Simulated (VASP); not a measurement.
# Al5GaN6 (P-3m1) in VASP: relaxation of cell and atoms with PBE

Aim: the relaxation of cell and atoms of Al5GaN6 with PBE.

All numbers are computed with VASP 6.6.1; they aren't measurements. Logs are shortened: lines on timing, memory, paths and dates and some standing lists are left out, and cuts for length are marked.

### Step 1. The cell of the first run

Symmetry: P-3m1, No. 164, trigonal system. Conventional cell: a = 2.902 Å, b = 2.902 Å, c = 14.225 Å, α = 90.00°, β = 90.00°, γ = 120.00°. Al (site symmetry -3m) has 6 N at 2.05 Å within 2.7 Å. Al (site symmetry 3m) has 6 N at 2.05 Å within 2.7 Å. Within 2.7 Å of Al (site symmetry 3m) lie 6 N at 2.03 to 2.05 Å. Within 2.8 Å of Ga (site symmetry -3m) lie 6 N at 2.10 Å. N (site symmetry 3m) has 6 Al at 2.05 Å within 2.7 Å. N (site symmetry 3m) has 6 Al at 2.05 Å within 2.7 Å. N (site symmetry 3m) has 3 Al at 2.03 Å and 3 Ga at 2.10 Å within 2.7 Å.

### Step 2. Relaxation of cell and atoms, PBE

Input file INCAR:

```
SYSTEM = Al5GaN6
  PREC = Accurate
  ENCUT = 600
  EDIFF = 1E-7
  ISMEAR = 0
  SIGMA = 0.02
  LREAL = .FALSE.
  LASPH = .TRUE.
  NELM = 60
  ALGO = Normal
  ISIF = 3
  LWAVE = .FALSE.
  LCHARG = .FALSE.
  GGA = PE
  IBRION = 2
  NSW = 100
  EDIFFG = -0.01
```

Input file KPOINTS:

```
regular mesh
0
G
  12 12 2
  0 0 0
```

Input file POSCAR:

```
Al5GaN6
1.0
    2.9016782807      0.0000000000      0.0000000000
   -1.4508391404      2.5129271047      0.0000000000
    0.0000000000      0.0000000000     14.2254999693
Al Ga N
5 1 6
Direct
    0.0000000000      0.0000000000      0.5000000000
    0.3333333333      0.6666666667      0.3350074995
    0.6666666667      0.3333333333      0.1699970337
    0.3333333333      0.6666666667      0.8300029663
    0.6666666667      0.3333333333      0.6649925005
    0.0000000000      0.0000000000      0.0000000000
    0.3333333333      0.6666666667      0.5824897036
    0.6666666667      0.3333333333      0.4175102964
    0.0000000000      0.0000000000      0.2525591857
    0.3333333333      0.6666666667      0.0889522166
    0.6666666667      0.3333333333      0.9110477834
    0.0000000000      0.0000000000      0.7474408143
```

Potentials or basis: VASP PAW PBE potentials, release 64 (Al, Ga_d, N).

On the command line:

```sh
> cat potpaw_PBE.64/Al/POTCAR potpaw_PBE.64/Ga_d/POTCAR potpaw_PBE.64/N/POTCAR > POTCAR
> mpirun -np 1 vasp_std > vasp.out
```

OUTCAR:

```text
SYSTEM = Al5GaN6
   PREC = Accurate
   ENCUT = 600
   EDIFF = 1E-7
   ISMEAR = 0
   LREAL = .FALSE.
   LASPH = .TRUE.
   NELM = 60
   ISIF = 3
   GGA = PE
   IBRION = 2
   NSW = 100
   EDIFFG = -0.01

 ion  position               nearest neighbor table
   1  0.000  0.000  0.500-   7 2.05   8 2.05   8 2.05   7 2.05   8 2.05   7 2.05   2 2.88   5 2.88
                             2 2.88   5 2.88   5 2.88   2 2.88
   2  0.333  0.667  0.335-   9 2.05   9 2.05   9 2.05   8 2.05   8 2.05   8 2.05   1 2.88   1 2.88
                             1 2.88   3 2.88   3 2.88   3 2.88
   3  0.667  0.333  0.170-  10 2.03  10 2.03  10 2.03   9 2.05   9 2.05   9 2.05   2 2.88   2 2.88
                             2 2.88   6 2.94   6 2.94   6 2.94
   4  0.333  0.667  0.830-  11 2.03  11 2.03  11 2.03  12 2.05  12 2.05  12 2.05   5 2.88   5 2.88
                             5 2.88   6 2.94   6 2.94   6 2.94
   5  0.667  0.333  0.665-  12 2.05  12 2.05  12 2.05   7 2.05   7 2.05   7 2.05   1 2.88   1 2.88
                             1 2.88   4 2.88   4 2.88   4 2.88
   6  0.000  0.000  0.000-  10 2.10  11 2.10  11 2.10  10 2.10  11 2.10  10 2.10   3 2.94   4 2.94
                             4 2.94   3 2.94   3 2.94   4 2.94
   7  0.333  0.667  0.582-   1 2.05   1 2.05   1 2.05   5 2.05   5 2.05   5 2.05
   8  0.667  0.333  0.418-   1 2.05   1 2.05   1 2.05   2 2.05   2 2.05   2 2.05
   9  0.000  0.000  0.253-   2 2.05   2 2.05   2 2.05   3 2.05   3 2.05   3 2.05
  10  0.333  0.667  0.089-   3 2.03   3 2.03   3 2.03   6 2.10   6 2.10   6 2.10
  11  0.667  0.333  0.911-   4 2.03   4 2.03   4 2.03   6 2.10   6 2.10   6 2.10
  12  0.000  0.000  0.747-   5 2.05   5 2.05   5 2.05   4 2.05   4 2.05   4 2.05

  LATTYP: Found a hexagonal cell.
 ALAT       =     2.9016782807
 C/A-ratio  =     4.9025076501

  Lattice vectors:

 A1 = (   2.9016782807,   0.0000000000,   0.0000000000)
 A2 = (  -1.4508391404,   2.5129271047,   0.0000000000)
 A3 = (   0.0000000000,   0.0000000000,  14.2254999693)

Analysis of symmetry for initial positions (statically):
=====================================================================
 Subroutine PRICEL returns:
 Original cell was already a primitive cell.

 Routine SETGRP: Setting up the symmetry group for a
 hexagonal supercell.

 Subroutine GETGRP returns: Found 12 space group operations
 (whereof 12 operations were pure point group operations)
 out of a pool of 24 trial point group operations.

The static configuration has the point symmetry D_3d.

Analysis of symmetry for dynamics (positions and initial velocities):
=====================================================================
 Subroutine PRICEL returns:
 Original cell was already a primitive cell.

 Routine SETGRP: Setting up the symmetry group for a
 hexagonal supercell.

 Subroutine GETGRP returns: Found 12 space group operations
 (whereof 12 operations were pure point group operations)
 out of a pool of 24 trial point group operations.

The dynamic configuration has the point symmetry D_3d.

 Subroutine INISYM returns: Found 12 space group operations
 (whereof 12 operations are pure point group operations),
 and found     1 'primitive' translations

----------------------------------------------------------------------------------------

                                     Primitive cell

  volume of cell :     103.7282

  direct lattice vectors                    reciprocal lattice vectors
     2.901678281  0.000000000  0.000000000     0.344628144  0.198971152  0.000000000
    -1.450839140  2.512927105  0.000000000     0.000000000  0.397942303  0.000000000
     0.000000000  0.000000000 14.225499969     0.000000000  0.000000000  0.070296299

  length of vectors
     2.901678281  2.901678281 14.225499969     0.397942303  0.397942303  0.070296299

  position of ions in fractional coordinates (direct lattice)
     0.000000000  0.000000000  0.500000000
     0.333333333  0.666666667  0.335007500
     0.666666667  0.333333333  0.169997034
     0.333333333  0.666666667  0.830002966
     0.666666667  0.333333333  0.664992500
     0.000000000  0.000000000  0.000000000
     0.333333333  0.666666667  0.582489704
     0.666666667  0.333333333  0.417510296
     0.000000000  0.000000000  0.252559186
     0.333333333  0.666666667  0.088952217
     0.666666667  0.333333333  0.911047783
     0.000000000  0.000000000  0.747440814

  ion indices of the primitive-cell ions
   primitive index   ion index
                 1           1
                 2           2
                 3           3
                 4           4
                 5           5
                 6           6
                 7           7
                 8           8
                 9           9
                10          10
                11          11
                12          12

----------------------------------------------------------------------------------------

 KPOINTS: regular mesh

Automatic generation of k-mesh.
 Grid dimensions read from file:
 generate k-points for:   12   12    2

 Generating k-lattice:

  Cartesian coordinates                     Fractional coordinates (reciprocal lattice)
     0.028719012  0.016580929  0.000000000     0.083333333  0.000000000  0.000000000
     0.000000000  0.033161859  0.000000000     0.000000000  0.083333333  0.000000000
     0.000000000  0.000000000  0.035148150     0.000000000  0.000000000  0.500000000

  Length of vectors
     0.033161859  0.033161859  0.035148150

  Shift w.r.t. Gamma in fractional coordinates (k-lattice)
     0.000000000  0.000000000  0.000000000

 Subroutine IBZKPT returns following result:
 ===========================================

 Found     38 irreducible k-points:

 Following reciprocal coordinates:
            Coordinates               Weight
  0.000000  0.000000  0.000000      1.000000
  0.083333  0.000000  0.000000      6.000000
  0.166667  0.000000  0.000000      6.000000
  0.250000  0.000000  0.000000      6.000000
  0.333333  0.000000  0.000000      6.000000
  0.416667  0.000000  0.000000      6.000000
[... 16 lines left out ...]
  0.250000  0.000000  0.500000      6.000000
  0.333333  0.000000  0.500000      6.000000
 [... further k-points ...]
   k-points           NKPTS =     38   k-points in BZ     NKDIM =     38   number of bands    NBANDS=     36
   number of dos      NEDOS =    301   number of ions     NIONS =     12
   total plane-waves  NPLWV =  69120
   dimension x,y,z NGX =    24 NGY =   24 NGZ =  120
   dimension x,y,z NGXF=    48 NGYF=   48 NGZF=  240
   ions per type =               5   1   6
   NGX,Y,Z   is equivalent  to a cutoff of  13.75, 13.75, 14.02 a.u.
   NGXF,Y,Z  is equivalent  to a cutoff of  27.50, 27.50, 28.05 a.u.
 SYSTEM =  Al5GaN6
   PREC   = accura    normal or accurate (medium, high low for compatibility)
   ISTART =      0    job   : 0-new  1-cont  2-samecut
   ICHARG =      2    charge: 1-file 2-atom 10-const
   ISPIN  =      1    spin polarized calculation?
   LNONCOLLINEAR =      F non collinear calculations
   LSORBIT =      F    spin-orbit coupling
   LASPH  =      T    aspherical Exc in radial PAW
   ENCUT  =  600.0 eV  44.10 Ry    6.64 a.u.   5.80  5.80 28.41*2*pi/ulx,y,z
   NELM   =     60;   NELMIN=  2; NELMDL= -5     # of ELM steps
   EDIFF  = 0.1E-06   stopping-criterion for ELM
   LREAL  =      F    real-space projection
   EDIFFG = -.1E-01   stopping-criterion for IOM
   NSW    =    100    number of steps for IOM
   IBRION =      2    ionic relax: 0-MD 1-quasi-New 2-CG
   NFREE  =      1    steps in history (QN), initial steepest desc. (CG)
   ISIF   =      3    stress and relaxation
   ISYM   =      2    0-nonsym 1-usesym 2-fastsym
   POTIM  = 0.5000    time-step for ionic-motion
   TEBEG  =    0.0;   TEEND  =   0.0 temperature during run
   PSTRESS=    0.0 pullay stress
   NELECT =      58.0000    total number of electrons
   NUPDOWN=      -1.0000    fix difference up-down
   EMIN   =  10.00;   EMAX   =-10.00  energy-range for DOS
   EFERMI =   0.00;   METHOD = LEGACY
   ISMEAR =     0;   SIGMA  =   0.02  broadening in eV -4-tet -1-fermi 0-gaus
   EFERMI_NEDOS =   21; number of points for ismear=-14 and -15
   IALGO  =     38    algorithm
   IMIX   =      4    mixing-type and parameters
     AMIX     =   0.40;   BMIX     =  1.00
     AMIX_MAG =   1.60;   BMIX_MAG =  1.00
  volume/ion in A,a.u.               =       8.64        58.33
  Fermi-wavevector in a.u.,A,eV,Ry     =   1.348710  2.548692 24.749254  1.819019
  Thomas-Fermi vector in A             =   2.476357
   LORBIT       =      0    0 simple, 1 ext, 2 COOP (PROOUT), +10 PAW based schemes
   GGA     = PE    functional components
   LHFCALC =     F    Hartree Fock is set to
   AEXX    =    0.0000 exact exchange contribution
   IVDW    =     0    specifies the selected vdW correction
   LEPSILON=     F    determine dielectric tensor
   LRPA    =     F    only Hartree local field effects (RPA)
 conjugate gradient relaxation of ions
 non-spin polarized calculation
 Gauss-broadening in eV      SIGMA  =   0.02
  energy-cutoff  :      600.00
  volume of cell :      103.73
 maximum number of plane-waves:      3485
 NGX is ok and might be reduce to    24
   NGX = 11   NGY = 11   NGZ = 57

--------------------------------------- Ionic step        1  -------------------------------------------

 number of electron      57.9999998 magnetization

 Free energy of the ion-electron system (eV)
  ---------------------------------------------------
  ext. energy  EPLUGINS =         0.00000000
  ---------------------------------------------------
  free energy    TOTEN  =       -83.77551378 eV

  energy without entropy =      -83.77551378  energy(sigma->0) =      -83.77551378

------------------------ aborting loop because EDIFF is reached ----------------------------------------

  FORCE on cell =-STRESS in cart. coord.  units (eV):
  Direction    XX          YY          ZZ          XY          YZ          ZX
  --------------------------------------------------------------------------------------
  -------------------------------------------------------------------------------------
  Total       -0.1291512     -0.1291512     -0.0754841      0.0000000      0.0000000      0.0000000
  in kB       -1.9948602     -1.9948602     -1.1659214      0.0000000      0.0000000      0.0000000
  external PRESSURE =      -1.7185473 kB  Pullay stress =       0.0000000 kB
[... 215 lines left out ...]
  energy  without entropy=      -83.7756686555  energy(sigma->0) =      -83.77566866

--------------------------------------- Ionic step        6  -------------------------------------------

 number of electron      57.9999998 magnetization

 Free energy of the ion-electron system (eV)
  ---------------------------------------------------
  ext. energy  EPLUGINS =         0.00000000
  ---------------------------------------------------
  free energy    TOTEN  =       -83.77567932 eV

  energy without entropy =      -83.77567932  energy(sigma->0) =      -83.77567932

 E-fermi :   9.4199     XC(G=0): -12.3328

 val. band max:        9.3051994099   @ k =   0.0000   0.0000   0.5000
 cond. band min:      12.4122366967   @ k =   0.5000   0.0000   0.0000
 fundamental gap:      3.1070372868
 Fermi energy:         9.4199084224

 k-point     1 :       0.0000    0.0000    0.0000
  band No.  band energies     occupation
      1      -8.0027      2.00000
      2      -7.4678      2.00000
      3      -7.4258      2.00000
      4      -6.0144      2.00000
      5      -5.9806      2.00000
      6      -4.8293      2.00000
[... 925 lines left out ...]
     35      16.3725      0.00000
     36      16.5685      0.00000

 [... further k-points ...]
[... 5 lines left out ...]
  --------------------------------------------------------------------------------------
  -------------------------------------------------------------------------------------
  Total       -0.0049813     -0.0049813     -0.0036530      0.0000000      0.0000000      0.0000000
  in kB       -0.0769920     -0.0769920     -0.0564620      0.0000000      0.0000000      0.0000000
  external PRESSURE =      -0.0701486 kB  Pullay stress =       0.0000000 kB
[... 27 lines left out ...]
  FREE ENERGIE OF THE ION-ELECTRON SYSTEM (eV)
  ---------------------------------------------------
  free  energy   TOTEN  =       -83.7756793189 eV

  energy  without entropy=      -83.7756793189  energy(sigma->0) =      -83.77567932

 reached required accuracy - stopping structural energy minimisation
```

Wall time 4.3 min (1 thread of Intel Xeon 6975P-C (Granite Rapids), shared host); peak memory 0.35 GiB.

Results:

```yaml
Free_energy: -83.7757 eV
Relaxed_volume: 8.64 Å³/atom
Relaxed_cell: a = 2.901 Å, b = 2.901 Å, c = 14.224 Å, α = 90.00°, β = 90.00°, γ = 120.00°
Space_group_after_relaxing_to_0.05_Å: P-3m1 (No. 164)
Energy_gained_by_relaxing: 0.0 meV/atom
Ionic_steps: 6
Pressure_after_relaxing: 0.0 GPa
Largest_force_after_relaxing: 0.005 eV/Å
Band_gap_on_the_k_mesh: 3.11 eV, indirect (least direct gap 3.88 eV)
```

Forces in eV/Å, atoms in the order of the input:
```
Al   0.000  0.000  0.000
Al   0.000  0.000  0.005
Al   0.000  0.000  0.003
Al   0.000  0.000 -0.003
Al   0.000  0.000 -0.005
Ga   0.000  0.000  0.000
N    0.000  0.000 -0.003
N    0.000  0.000  0.003
N    0.000  0.000  0.003
N    0.000  0.000 -0.002
N    0.000  0.000  0.002
N    0.000  0.000 -0.003
```

Step by step:
```csv
step,energy change (eV),largest force (eV/Å),pressure (GPa),volume (Å³)
1,0.0000,0.0443,-0.17,103.73
2,-0.0001,0.0226,0.16,103.59
3,-0.0001,0.0174,0.06,103.63
4,-0.0002,0.0107,-0.01,103.65
5,-0.0002,0.0113,0.00,103.66
6,-0.0002,0.0046,-0.01,103.66
```

Final structure:
```yaml
crystal:
  lattice:
    - [2.90087, 0.00000, 0.00000]
    - [-1.45043, 2.51222, 0.00000]
    - [0.00000, 0.00000, 14.22396]
  atoms:
    - { symbol: Al, position: [0.00000, 0.00000, 0.50000] }
    - { symbol: Al, position: [0.33333, 0.66667, 0.33503] }
    - { symbol: Al, position: [0.66667, 0.33333, 0.17008] }
    - { symbol: Al, position: [0.33333, 0.66667, 0.82992] }
    - { symbol: Al, position: [0.66667, 0.33333, 0.66497] }
    - { symbol: Ga, position: [0.00000, 0.00000, 0.00000] }
    - { symbol: N, position: [0.33333, 0.66667, 0.58249] }
    - { symbol: N, position: [0.66667, 0.33333, 0.41751] }
    - { symbol: N, position: [0.00000, 0.00000, 0.25261] }
    - { symbol: N, position: [0.33333, 0.66667, 0.08913] }
    - { symbol: N, position: [0.66667, 0.33333, 0.91087] }
    - { symbol: N, position: [0.00000, 0.00000, 0.74739] }
```

A k mesh can miss the band edges. As with any semilocal functional, this PBE gap is likely too small.
